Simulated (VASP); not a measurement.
# PbSe (Fmmm) in VASP: a series of runs

Runs on PbSe. Level: PBE. Tasks: single point.

All numbers are computed with VASP 6.6.1; they aren't measurements. Logs are shortened: lines on timing, memory, paths and dates and some standing lists are left out, and cuts for length are marked.

### Step 1. The cell of the first run

The structure is orthorhombic, space group Fmmm (No. 69). Conventional cell: a = 5.941 Å, b = 6.124 Å, c = 6.308 Å, α = 90.00°, β = 90.00°, γ = 90.00°. Pb (site symmetry mmm) has 6 Se at 2.97 to 3.15 Å within 3.9 Å. Se (site symmetry mmm) has 6 Pb at 2.97 to 3.15 Å within 3.9 Å.

### Step 2. Single point, PBE (strain +0.0300 x Voigt [1, -1, 0, 0, 0, 0])

The input, INCAR:

```
SYSTEM = PbSe
ALGO = Normal
EDIFF = 1E-7
ENCUT = 520
GGA = PE
ISIF = 2
ISMEAR = 0
LASPH = .TRUE.
LCHARG = .FALSE.
LREAL = .FALSE.
LWAVE = .FALSE.
NBANDS = 17
NELM = 80
PREC = Accurate
SIGMA = 0.03
```

The input, KPOINTS:

```
k-points
0
G
  10 10 10
  0 0 0
```

The input, POSCAR:

```
PbSe
1.0
    0.0000000000      2.9702855000      3.0621500000
    3.1540145000      0.0000000000      3.0621500000
    3.1540145000      2.9702855000      0.0000000000
Pb Se
1 1
Direct
    0.0000000000      0.0000000000      0.0000000000
    0.5000000000      0.5000000000      0.5000000000
```

Potentials or basis: VASP PAW PBE potentials, release 64 (Pb_d, Se).

Started as:

```sh
cat potpaw_PBE.64/Pb_d/POTCAR potpaw_PBE.64/Se/POTCAR > POTCAR
mpirun -np 1 vasp_std > vasp.out
```

OUTCAR:

```text
SYSTEM = PbSe
   EDIFF = 1E-7
   ENCUT = 520
   GGA = PE
   ISIF = 2
   ISMEAR = 0
   LASPH = .TRUE.
   LREAL = .FALSE.
   NELM = 80
   PREC = Accurate

 ion  position               nearest neighbor table
   1  0.000  0.000  0.000-   2 2.97   2 2.97   2 3.06   2 3.06   2 3.15   2 3.15
   2  0.500  0.500  0.500-   1 2.97   1 2.97   1 3.06   1 3.06   1 3.15   1 3.15

  LATTYP: Found a face centered orthorhombic cell.
 ALAT       =     5.9405710000
 B/A-ratio  =     1.0309278351
 C/A-ratio  =     1.0618556701

  Lattice vectors:

 A1 = (  -3.1540145000,   0.0000000000,  -3.0621500000)
 A2 = (  -3.1540145000,   2.9702855000,   0.0000000000)
 A3 = (   0.0000000000,   2.9702855000,  -3.0621500000)

Analysis of symmetry for initial positions (statically):
=====================================================================
 Subroutine PRICEL returns:
 Original cell was already a primitive cell.

 Routine SETGRP: Setting up the symmetry group for a
 face centered orthorhombic supercell.

 Subroutine GETGRP returns: Found  8 space group operations
 (whereof  8 operations were pure point group operations)
 out of a pool of  8 trial point group operations.

The static configuration has the point symmetry D_2h.

Analysis of symmetry for dynamics (positions and initial velocities):
=====================================================================
 Subroutine PRICEL returns:
 Original cell was already a primitive cell.

 Routine SETGRP: Setting up the symmetry group for a
 face centered orthorhombic supercell.

 Subroutine GETGRP returns: Found  8 space group operations
 (whereof  8 operations were pure point group operations)
 out of a pool of  8 trial point group operations.

The dynamic configuration has the point symmetry D_2h.

 Subroutine INISYM returns: Found  8 space group operations
 (whereof  8 operations are pure point group operations),
 and found     1 'primitive' translations

----------------------------------------------------------------------------------------

                                     Primitive cell

  volume of cell :      57.3744

  direct lattice vectors                    reciprocal lattice vectors
     0.000000000  2.970285500  3.062150000    -0.158528123  0.168333987  0.163283967
     3.154014500  0.000000000  3.062150000     0.158528123 -0.168333987  0.163283967
     3.154014500  2.970285500  0.000000000     0.158528123  0.168333987 -0.163283967

  length of vectors
     4.266070625  4.395972030  4.332482362     0.283070929  0.283070929  0.283070929

  position of ions in fractional coordinates (direct lattice)
     0.000000000  0.000000000  0.000000000
     0.500000000  0.500000000  0.500000000

  ion indices of the primitive-cell ions
   primitive index   ion index
                 1           1
                 2           2

----------------------------------------------------------------------------------------

 KPOINTS: k-points

Automatic generation of k-mesh.
 Grid dimensions read from file:
 generate k-points for:   10   10   10

 Generating k-lattice:

  Cartesian coordinates                     Fractional coordinates (reciprocal lattice)
    -0.015852812  0.016833399  0.016328397     0.100000000  0.000000000  0.000000000
     0.015852812 -0.016833399  0.016328397     0.000000000  0.100000000 -0.000000000
     0.015852812  0.016833399 -0.016328397     0.000000000 -0.000000000  0.100000000

  Length of vectors
     0.028307093  0.028307093  0.028307093

  Shift w.r.t. Gamma in fractional coordinates (k-lattice)
     0.000000000  0.000000000  0.000000000

 Subroutine IBZKPT returns following result:
 ===========================================

 Found    171 irreducible k-points:

 Following reciprocal coordinates:
            Coordinates               Weight
  0.000000  0.000000  0.000000      1.000000
  0.100000 -0.000000  0.000000      8.000000
  0.200000 -0.000000  0.000000      8.000000
  0.300000 -0.000000 -0.000000      8.000000
  0.400000 -0.000000  0.000000      8.000000
  0.500000 -0.000000  0.000000      4.000000
[... 16 lines left out ...]
  0.300000  0.300000  0.000000      2.000000
  0.400000  0.300000  0.000000      8.000000
 [... further k-points ...]
   k-points           NKPTS =    171   k-points in BZ     NKDIM =    171   number of bands    NBANDS=     17
   number of dos      NEDOS =    301   number of ions     NIONS =      2
   total plane-waves  NPLWV =  36864
   dimension x,y,z NGX =    32 NGY =   36 NGZ =   32
   dimension x,y,z NGXF=    64 NGYF=   72 NGZF=   64
   ions per type =               1   1
   NGX,Y,Z   is equivalent  to a cutoff of  12.47, 13.61, 12.28 a.u.
   NGXF,Y,Z  is equivalent  to a cutoff of  24.94, 27.23, 24.56 a.u.
 SYSTEM =  PbSe
   PREC   = accura    normal or accurate (medium, high low for compatibility)
   ISTART =      0    job   : 0-new  1-cont  2-samecut
   ICHARG =      2    charge: 1-file 2-atom 10-const
   ISPIN  =      1    spin polarized calculation?
   LNONCOLLINEAR =      F non collinear calculations
   LSORBIT =      F    spin-orbit coupling
   LASPH  =      T    aspherical Exc in radial PAW
   ENCUT  =  520.0 eV  38.22 Ry    6.18 a.u.   7.93  8.17  8.06*2*pi/ulx,y,z
   NELM   =     80;   NELMIN=  2; NELMDL= -5     # of ELM steps
   EDIFF  = 0.1E-06   stopping-criterion for ELM
   LREAL  =      F    real-space projection
   EDIFFG = 0.1E-05   stopping-criterion for IOM
   NSW    =      0    number of steps for IOM
   IBRION =     -1    ionic relax: 0-MD 1-quasi-New 2-CG
   NFREE  =      0    steps in history (QN), initial steepest desc. (CG)
   ISIF   =      2    stress and relaxation
   ISYM   =      2    0-nonsym 1-usesym 2-fastsym
   POTIM  = 0.5000    time-step for ionic-motion
   TEBEG  =    0.0;   TEEND  =   0.0 temperature during run
   PSTRESS=    0.0 pullay stress
   NELECT =      20.0000    total number of electrons
   NUPDOWN=      -1.0000    fix difference up-down
   EMIN   =  10.00;   EMAX   =-10.00  energy-range for DOS
   EFERMI =   0.00;   METHOD = LEGACY
   ISMEAR =     0;   SIGMA  =   0.03  broadening in eV -4-tet -1-fermi 0-gaus
   EFERMI_NEDOS =   21; number of points for ismear=-14 and -15
   IALGO  =     38    algorithm
   IMIX   =      4    mixing-type and parameters
     AMIX     =   0.40;   BMIX     =  1.00
     AMIX_MAG =   1.60;   BMIX_MAG =  1.00
  volume/ion in A,a.u.               =      28.69       193.59
  Fermi-wavevector in a.u.,A,eV,Ry     =   1.152158  2.177263 18.061300  1.327468
  Thomas-Fermi vector in A             =   2.288811
   LORBIT       =      0    0 simple, 1 ext, 2 COOP (PROOUT), +10 PAW based schemes
   GGA     = PE    functional components
   LHFCALC =     F    Hartree Fock is set to
   AEXX    =    0.0000 exact exchange contribution
   IVDW    =     0    specifies the selected vdW correction
   LEPSILON=     F    determine dielectric tensor
   LRPA    =     F    only Hartree local field effects (RPA)
 non-spin polarized calculation
 Gauss-broadening in eV      SIGMA  =   0.03
  energy-cutoff  :      520.00
  volume of cell :       57.37
 maximum number of plane-waves:      1560
   NGX = 15   NGY = 17   NGZ = 17

 number of electron      19.9999997 magnetization

 Free energy of the ion-electron system (eV)
  ---------------------------------------------------
  ext. energy  EPLUGINS =         0.00000000
  ---------------------------------------------------
  free energy    TOTEN  =        -8.13640798 eV

  energy without entropy =       -8.13640798  energy(sigma->0) =       -8.13640798

 E-fermi :   5.2334     XC(G=0):  -9.5230

 val. band max:        5.1253543034   @ k =   0.5000  -0.0000   0.0000
 cond. band min:       5.3413322962   @ k =   0.5000  -0.0000   0.0000
 fundamental gap:      0.2159779928
 Fermi energy:         5.2334118437

 k-point     1 :       0.0000    0.0000    0.0000
  band No.  band energies     occupation
      1     -11.7869      2.00000
      2     -11.7808      2.00000
      3     -11.7721      2.00000
      4     -11.7642      2.00000
      5     -11.7568      2.00000
      6      -8.5357      2.00000
[... 9 lines left out ...]
     16      11.7736      0.00000
     17      12.8970      0.00000

 k-point     2 :       0.1000   -0.0000    0.0000
  band No.  band energies     occupation
      1     -11.7876      2.00000
      2     -11.7798      2.00000
      3     -11.7707      2.00000
      4     -11.7619      2.00000
      5     -11.7586      2.00000
      6      -8.4597      2.00000
[... 9 lines left out ...]
     16      11.9123      0.00000
     17      13.5715      0.00000

 k-point     3 :       0.2000   -0.0000    0.0000
  band No.  band energies     occupation
      1     -11.7911      2.00000
      2     -11.7784      2.00000
      3     -11.7698      2.00000
      4     -11.7591      2.00000
      5     -11.7542      2.00000
      6      -8.2432      2.00000
[... 9 lines left out ...]
     16      12.4401      0.00000
     17      14.9725      0.00000

 k-point     4 :       0.3000   -0.0000   -0.0000
  band No.  band energies     occupation
      1     -11.7965      2.00000
      2     -11.7808      2.00000
      3     -11.7723      2.00000
      4     -11.7527      2.00000
      5     -11.7432      2.00000
      6      -7.9284      2.00000
[... 9 lines left out ...]
     16      13.2950      0.00000
     17      16.4616      0.00000
[... 343 lines left out ...]
      1     -11.8004      2.00000
      2     -11.7782      2.00000
      3     -11.7749      2.00000
      4     -11.7490      2.00000
      5     -11.7485      2.00000
      6      -7.8152      2.00000
[... 9 lines left out ...]
     16      14.5892      0.00000
     17      15.2246      0.00000

 k-point    23 :       0.3000    0.3000    0.0000
  band No.  band energies     occupation
      1     -11.8397      2.00000
      2     -11.7840      2.00000
      3     -11.7621      2.00000
      4     -11.7590      2.00000
      5     -11.7283      2.00000
      6      -7.6957      2.00000
[... 9 lines left out ...]
     16      15.5178      0.00000
     17      15.7297      0.00000

 k-point    24 :       0.4000    0.3000    0.0000
  band No.  band energies     occupation
      1     -11.8570      2.00000
      2     -11.7840      2.00000
      3     -11.7631      2.00000
      4     -11.7539      2.00000
      5     -11.7210      2.00000
      6      -7.4479      2.00000
[... 9 lines left out ...]
     16      16.0914      0.00000
     17      16.4109      0.00000

 [... further k-points ...]
[... 5 lines left out ...]
  --------------------------------------------------------------------------------------
  -------------------------------------------------------------------------------------
  Total       -0.3062388      2.4776929      0.8386687      0.0000000      0.0000000      0.0000000
  in kB       -8.5516995     69.1894260     23.4197721      0.0000000      0.0000000      0.0000000
  external PRESSURE =      28.0191662 kB  Pullay stress =       0.0000000 kB

 VOLUME and BASIS-vectors are now :
 -----------------------------------------------------------------------------
  energy-cutoff  :      520.00
  volume of cell :       57.37
      direct lattice vectors                 reciprocal lattice vectors
     0.000000000  2.970285500  3.062150000    -0.158528123  0.168333987  0.163283967
     3.154014500  0.000000000  3.062150000     0.158528123 -0.168333987  0.163283967
     3.154014500  2.970285500  0.000000000     0.158528123  0.168333987 -0.163283967

 POSITION                                       TOTAL-FORCE (eV/Angst)
 -----------------------------------------------------------------------------------
      0.00000      0.00000      0.00000        -0.000000     -0.000000      0.000000
      3.15401      2.97029      3.06215         0.000000      0.000000      0.000000
 -----------------------------------------------------------------------------------
    total drift:                                0.000000     -0.000000     -0.000000

  FREE ENERGIE OF THE ION-ELECTRON SYSTEM (eV)
  ---------------------------------------------------
  free  energy   TOTEN  =        -8.1364079786 eV

  energy  without entropy=       -8.1364079782  energy(sigma->0) =       -8.13640798
```

Run time: 56 s. Hardware: 1 thread of Intel Xeon 6975P-C (Granite Rapids), shared host; peak memory 0.31 GiB.

What came out:

- Free energy: -8.1364 eV
- Pressure: 2.8 GPa
- Band gap on the k mesh: 0.22 eV, direct

Stress tensor (GPa, compression positive):
```
-0.86  0.00  0.00
 0.00  6.92  0.00
 0.00  0.00  2.34
```

Caveat: the cell differs from its parent crystal (strain +0.0300 x Voigt [1, -1, 0, 0, 0, 0]); spin-orbit coupling is left out, which moves the levels of the heavy elements. A k mesh can miss the band edges.

### Step 3. Single point, PBE (strain +0.0350 x Voigt [1, -1, 0, 0, 0, 0])

The input, INCAR:

```
PREC = Accurate
ENCUT = 520
EDIFF = 1E-7
ISMEAR = 0
SIGMA = 0.03
LREAL = F
LASPH = T
NELM = 80
ALGO = Normal
ISIF = 2
LWAVE = F
LCHARG = F
GGA = PE
NBANDS = 17
```

The input, KPOINTS:

```
Automatic mesh
0
Gamma
  10 10 10
```

The input, POSCAR:

```
PbSe
1.0
    0.0000000000      2.9549747500      3.0621500000
    3.1693252500      0.0000000000      3.0621500000
    3.1693252500      2.9549747500      0.0000000000
Pb Se
1 1
Direct
    0.0000000000      0.0000000000      0.0000000000
    0.5000000000      0.5000000000      0.5000000000
```

Potentials or basis: VASP PAW PBE potentials, release 64 (Pb_d, Se).

Started as:

```sh
cat potpaw_PBE.64/Pb_d/POTCAR potpaw_PBE.64/Se/POTCAR > POTCAR
mpirun -np 1 vasp_std > vasp.out
```

Wall time 63 s (1 thread of Intel Xeon 6975P-C (Granite Rapids), shared host); peak memory 0.31 GiB.

The run converged. Its results:

```yaml
Free_energy: -8.1209 eV
Pressure: 3.0 GPa
Band_gap_on_the_k_mesh: 0.19 eV, direct
```

Stress tensor (GPa, compression positive):
```
-1.27  0.00  0.00
 0.00  7.84  0.00
 0.00  0.00  2.34
```

Levels at points of the mesh, in eV from the valence-band top:
```tsv
k point	band 8	band 9	band 10	band 11	band 12	band 13
(0.00, 0.00, 0.00)	-2.29	-1.95	-1.68	3.89	4.61	5.50
(0.50, 0.00, 0.00)	-1.64	-1.50	0.00	0.19	1.47	1.81
(0.50, 0.50, 0.00)	-5.08	-3.69	-2.95	3.64	4.74	5.97
(0.50, 0.00, 0.50)	-5.15	-3.58	-3.22	3.48	4.98	5.75
(0.00, 0.50, 0.50)	-5.01	-3.45	-3.06	3.75	5.30	5.54
```

Caveat: the cell differs from its parent crystal (strain +0.0350 x Voigt [1, -1, 0, 0, 0, 0]); spin-orbit coupling is left out, which moves the levels of the heavy elements. A k mesh can miss the band edges.
